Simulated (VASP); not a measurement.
Mo, 2 atoms in the cell. The structure is tetragonal, space group I4_1/amd (No. 141). Conventional cell: a = 4.797 Å, b = 4.797 Å, c = 2.638 Å, α = 90.00°, β = 90.00°, γ = 90.00°. Within 3.3 Å of Mo (site symmetry -4m2) lie 10 Mo at 2.49 to 3.11 Å. 

```yaml
Program: VASP 6.6.1
Task: relaxation of cell and atoms
Functional: LDA
Potentials_or_basis: VASP PAW LDA potentials, release 64 (Mo_sv)
Cutoff: 600 eV
k_mesh: 16 × 16 × 16
Occupations: fermi-dirac, width 0.05 eV
Spin: no spin polarisation
Target_pressure: 6.5 GPa
Dipole_correction: no
Further_INCAR_settings: ALGO = Normal; EDIFF = 1e-07; IBRION = 2; EDIFFG = -0.005; NSW = 60; ISIF = 3
```

Potentials or basis: VASP PAW LDA potentials, release 64 (Mo_sv).

Run with:

```console
$ cat potpaw_LDA.64/Mo_sv/POTCAR > POTCAR
$ mpirun -np 1 vasp_std > vasp.out
```

Hardware: 1 × NVIDIA H100 80GB with 1 thread of Intel(R) Xeon(R) Platinum 8481C CPU @ 2.70GHz (Sapphire Rapids), on a shared host.

Q: How long does it take, and how much memory?

A: Wall time 59 min on 1 × NVIDIA H100 80GB with 1 thread of Intel(R) Xeon(R) Platinum 8481C CPU @ 2.70GHz (Sapphire Rapids) (shared host), peak memory 1.3 GiB. Counts: scf iterations 68, k points 349, ion steps 9.
